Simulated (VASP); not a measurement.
Wanted: the native input for a VASP 6.6.1 run.

- Task: single point
- Functional: PBE
- Potentials or basis: VASP PAW PBE potentials, release 64 (Ga_d, N)
- Cutoff: 520 eV
- k mesh: 2 × 2 × 2
- Occupations: gaussian, width 0.01 eV
- Spin: no spin polarisation
- Dipole correction: no
- Further INCAR settings: LREAL = Auto; ALGO = Normal; EDIFF = 1e-06; NBANDS = 246

The structure of GaN lies in POSCAR:

```
GaN
1.0
   -3.2183708160      5.5743817707     -5.2431684095
    6.4367416318      0.0000000001     -5.2431684095
   -3.2183708159     -5.5743817708     -5.2431684095
Ga N
24 24
Direct
    0.0002883790      0.1669550456      0.3336217123
    0.6669550456      0.3336217123      0.5002883790
    0.3336217123      0.0002883790      0.1669550456
    0.1669550456      0.8336217123      0.5002883790
    0.8336217123      0.5002883790      0.1669550456
    0.5002883790      0.6669550456      0.3336217123
    0.1669550456      0.3336217123      0.0002883790
    0.8336217123      0.0002883790      0.6669550456
    0.5002883790      0.1669550456      0.8336217123
    0.0002883790      0.6669550456      0.8336217123
    0.6669550456      0.8336217123      0.0002883790
    0.3336217123      0.5002883790      0.6669550456
    0.0002883790      0.8336217123      0.1669550456
    0.6669550456      0.0002883790      0.3336217123
    0.3336217123      0.6669550456      0.0002883790
    0.1669550456      0.5002883790      0.3336217123
    0.8336217123      0.1669550456      0.0002883790
    0.5002883790      0.3336217123      0.1669550456
    0.1669550456      0.0002883790      0.8336217123
    0.8336217123      0.6669550456      0.5002883790
    0.5002883790      0.8336217123      0.6669550456
    0.0002883790      0.3336217123      0.6669550456
    0.6669550456      0.5002883790      0.8336217123
    0.3336217123      0.1669550456      0.5002883790
    0.8747116210      0.0413782877      0.2080449544
    0.5413782877      0.2080449544      0.3747116210
    0.2080449544      0.8747116210      0.0413782877
    0.0413782877      0.7080449544      0.3747116210
    0.7080449544      0.3747116210      0.0413782877
    0.3747116210      0.5413782877      0.2080449544
    0.0413782877      0.2080449544      0.8747116210
    0.7080449544      0.8747116210      0.5413782877
    0.3747116210      0.0413782877      0.7080449544
    0.8747116210      0.5413782877      0.7080449544
    0.5413782877      0.7080449544      0.8747116210
    0.2080449544      0.3747116210      0.5413782877
    0.2080449544      0.0413782877      0.3747116210
    0.8747116210      0.2080449544      0.5413782877
    0.5413782877      0.8747116210      0.2080449544
    0.3747116210      0.7080449544      0.5413782877
    0.0413782877      0.3747116210      0.2080449544
    0.7080449544      0.5413782877      0.3747116210
    0.3747116210      0.2080449544      0.0413782877
    0.0413782877      0.8747116210      0.7080449544
    0.7080449544      0.0413782877      0.8747116210
    0.2080449544      0.5413782877      0.8747116210
    0.8747116210      0.7080449544      0.0413782877
    0.5413782877      0.3747116210      0.7080449544
```

These files were run (other wordings do the same):

INCAR

```
ALGO = Normal
EDIFF = 1E-6
ENCUT = 520
GGA = PE
ISIF = 2
ISMEAR = 0
LASPH = True
LCHARG = False
LREAL = Auto
LWAVE = False
NBANDS = 246
NELM = 60
PREC = Accurate
SIGMA = 0.01
```

KPOINTS

```
k-points
0
Gamma
  2 2 2
```

Potentials or basis: VASP PAW PBE potentials, release 64 (Ga_d, N).

Command:

```console
$ cat potpaw_PBE.64/Ga_d/POTCAR potpaw_PBE.64/N/POTCAR > POTCAR
$ mpirun -np 1 vasp_std > vasp.out
```

It gave:

* Pressure: 0.1 GPa
* Band gap on the k mesh: 1.72 eV

It took 20 min on 1 thread of Intel(R) Xeon(R) Platinum 8259CL CPU @ 2.50GHz (Skylake/Cascade Lake), on a shared host, peak memory 0.77 GiB.
